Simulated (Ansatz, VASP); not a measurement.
**One calculation of ZnO, two programs**

Contents of INCAR:

```
PREC = Accurate
ENCUT = 520
EDIFF = 1E-6
ISMEAR = 0
SIGMA = 0.01
LREAL = False
LASPH = True
NELM = 100
ALGO = Normal
ISIF = 2
LWAVE = False
LCHARG = False
GGA = PS
NBANDS = 26
```

Contents of KPOINTS:

```
regular mesh
0
Gamma
  15 15 8
```

File POSCAR:

```
ZnO
1.0
    3.2308811898      0.0000000000      0.0000000000
   -1.6154405949      2.7980251869      0.0000000000
    0.0000000000      0.0000000000      5.2157897621
Zn O
2 2
Direct
    0.3333333333      0.6666666667     -0.0075443281
    0.6666666667      0.3333333333      0.4924556719
    0.3333333333      0.6666666667      0.3895443281
    0.6666666667      0.3333333333      0.8895443281
```

Input for Ansatz:

```yaml
crystal:
  lattice:
    - [3.2308811898, 0.0, 0.0]
    - [-1.6154405949, 2.7980251869, 0.0]
    - [0.0, 0.0, 5.2157897621]
  atoms:
    - { symbol: Zn, position: [0.3333333333, 0.6666666667, -0.0075443281] }
    - { symbol: Zn, position: [0.6666666667, 0.3333333333, 0.4924556719] }
    - { symbol: O, position: [0.3333333333, 0.6666666667, 0.3895443281] }
    - { symbol: O, position: [0.6666666667, 0.3333333333, 0.8895443281] }
basis:
  ecutwfc: 420
  xc_grid: 2
kpoints:
  mp_grid: { grid: [15, 15, 8] }
hamiltonian:
  xc: pbesol
  pseudopotentials: { kind: paw, azcp: { folder: soft_1 } }
scf:
  occupations: { method: fixed }
output:
  forces: true
  stress: true
  eigenvalues: true
  polarization: {}
```

Change from the starting cell: polar distortion scaled by 0.85.

Alike in both runs: task single point; functional PBEsol; k mesh 15 × 15 × 8; no spin polarisation.

```csv
,VASP,Ansatz
version,VASP 6.6.1,Ansatz 0.2.0
potentials or method,"VASP PAW PBE potentials, release 64 (Zn, O), cutoff 520 eV","scalar-relativistic, plane waves, PAW"
occupations,"gaussian, width 0.01 eV",fixed
valence electrons in the cell,36,36
```

```csv
,VASP,Ansatz,Ansatz less VASP
gap on the k mesh at the Fermi level (eV),0.70,0.71,+0.010
least direct gap on the mesh (eV),0.70,0.71,+0.010
pressure (GPa),1.3,0.6,-0.69
"traceless stress, the component that is largest in VASP (GPa)",-4.83,-4.53,+0.301
rms of the force components (eV/Å),0.267,0.255,-0.0114
```

VASP's potentials were made for PBE, not for PBEsol, and Ansatz warns of the same on its side. Atom by atom the forces differ by 0.011 eV/Å (rms over components).
